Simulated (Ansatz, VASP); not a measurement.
# NaCl: VASP beside Ansatz

```
Na Cl
1.0
     0.00000    2.81805    2.81805
     2.81805    0.00000    2.81805
     2.81805    2.81805    0.00000
Na Cl
1 1
Direct
  0.00000 0.00000 0.00000
  0.50000 0.50000 0.50000
```

Alike in both runs: functional PBE; dispersion D4; k mesh 6 × 6 × 6; no spin polarisation.

Ansatz relaxed the structure, and its values are those at the end. VASP's run is a single point on that final structure, the one shown.

```csv
,VASP,Ansatz
version,VASP 6.6.1,Ansatz 0.2.0
potentials or method,"VASP PAW PBE potentials, release 64 (Na_pv, Cl)","plane waves, PAW"
plane-wave cutoff (eV),500,420
occupations,"gaussian, width 0.01 eV",fixed
valence electrons in the cell,14,16
```

```csv
,VASP,Ansatz,Ansatz less VASP
pressure (GPa),0.0,0.0,+0.05
```

VASP's potentials hold 14 valence electrons a cell and Ansatz's 16, so a difference there can come from the potentials and not from the codes.
